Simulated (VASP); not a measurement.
Input of a VASP 6.6.1 run:

File INCAR:

```
PREC = Accurate
ENCUT = 520
EDIFF = 1E-7
ISMEAR = 0
SIGMA = 0.1
LREAL = Auto
LASPH = True
NELM = 100
ALGO = Fast
ISIF = 2
LWAVE = False
LCHARG = False
GGA = PS
NBANDS = 86
```

The input KPOINTS:

```
Automatic mesh
0
Gamma
  6 6 8
```

File POSCAR:

```
Ti5Si3
1.0
    7.4036785921      0.0000000000      0.0000000000
   -3.7018392960      6.4117737422      0.0000000000
    0.0000000000      0.0000000000      5.0683244178
Ti Si
10 6
Direct
    0.3333333333      0.6666666667      0.0000000000
    0.6666666667      0.3333333333      0.5000000000
    0.6666666667      0.3333333333      0.0000000000
    0.3333333333      0.6666666667      0.5000000000
    0.2496494430      0.0000000000      0.2500000000
    0.2496494430      0.2496494430      0.7500000000
    0.0000000000      0.2496494430      0.2500000000
    0.7503505570      0.0000000000      0.7500000000
    0.7503505570      0.7503505570      0.2500000000
    0.0000000000      0.7503505570      0.7500000000
    0.6076222159      0.0000000000      0.2500000000
    0.6076222159      0.6076222159      0.7500000000
    0.0000000000      0.6076222159      0.2500000000
    0.3923777841      0.0000000000      0.7500000000
    0.3923777841      0.3923777841      0.2500000000
    0.0000000000      0.3923777841      0.7500000000
```

Potentials or basis: VASP PAW PBE potentials, release 64 (Ti_sv, Si).

Command:

```bash
$ cat potpaw_PBE.64/Ti_sv/POTCAR potpaw_PBE.64/Si/POTCAR > POTCAR
$ mpirun -np 1 vasp_std > vasp.out
```

Predict the largest force.

0.005 eV/Å.

Estimate the pressure.

0.1 GPa.

Forces in eV/Å, atoms in the order of the input:
```
Ti   0.000  0.000  0.000
Ti   0.000  0.000  0.000
Ti   0.000  0.000  0.000
Ti   0.000  0.000  0.000
Ti   0.004  0.000  0.000
Ti   0.002  0.003  0.000
Ti  -0.002  0.003  0.000
Ti  -0.004  0.000  0.000
Ti  -0.002 -0.003  0.000
Ti   0.002 -0.003  0.000
Si  -0.005  0.000  0.000
Si  -0.002 -0.004  0.000
Si   0.002 -0.004  0.000
Si   0.005  0.000  0.000
Si   0.002  0.004  0.000
Si  -0.002  0.004  0.000
```

Caveat: the PAW data sets were made with another functional, which shifts forces and pressure a little.
